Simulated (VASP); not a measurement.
Write the native input for VASP 6.6.1 that does the following.

| Quantity | Value |
| --- | --- |
| Task | single point |
| Functional | PBE |
| Potentials or basis | VASP PAW PBE potentials, release 64 (Cu) |
| Cutoff | 520 eV |
| k mesh | 22 × 22 × 22 |
| Occupations | gaussian, width 0.15 eV |
| Spin | no spin polarisation |
| Dipole correction | no |
| Further INCAR settings | ALGO = Normal; EDIFF = 1e-06; NBANDS = 12 |

The structure of Cu lies in POSCAR:

```
Cu
1.0
    0.0000000000      1.8075000000      1.7803875000
    1.8075000000      0.0000000000      1.7803875000
    1.8075000000      1.8075000000      0.0000000000
Cu
1
Direct
    0.0000000000      0.0000000000      0.0000000000
```

This cell differs from its parent crystal: strain +0.000 along x and y, -0.015 along z.

These files were run (other wordings do the same):

INCAR

```
SYSTEM = Cu
ALGO = Normal ; EDIFF = 1E-6
ENCUT = 520 ; GGA = PE
ISIF = 2 ; ISMEAR = 0
LASPH = .True. ; LCHARG = .False.
LREAL = .False. ; LWAVE = .False.
NBANDS = 12 ; NELM = 60
PREC = Accurate ; SIGMA = 0.15
```

KPOINTS

```
k-points
0
Gamma
  22 22 22
  0 0 0
```

Potentials or basis: VASP PAW PBE potentials, release 64 (Cu).

Launch:

```sh
$ cat potpaw_PBE.64/Cu/POTCAR > POTCAR
$ mpirun -np 1 vasp_std > vasp.out
```

Results of the run:

```yaml
Pressure: 4.7 GPa
Band_gap_on_the_k_mesh: zero (an odd number of electrons rules out a gap without spin polarisation)
```

Caveat: the cell differs from its parent crystal (strain +0.000 along x and y, -0.015 along z); the cell stands under pressure.

Run time: 3.8 min on 1 thread of AMD EPYC 7R13, with other jobs on the host, peak memory 0.19 GiB.
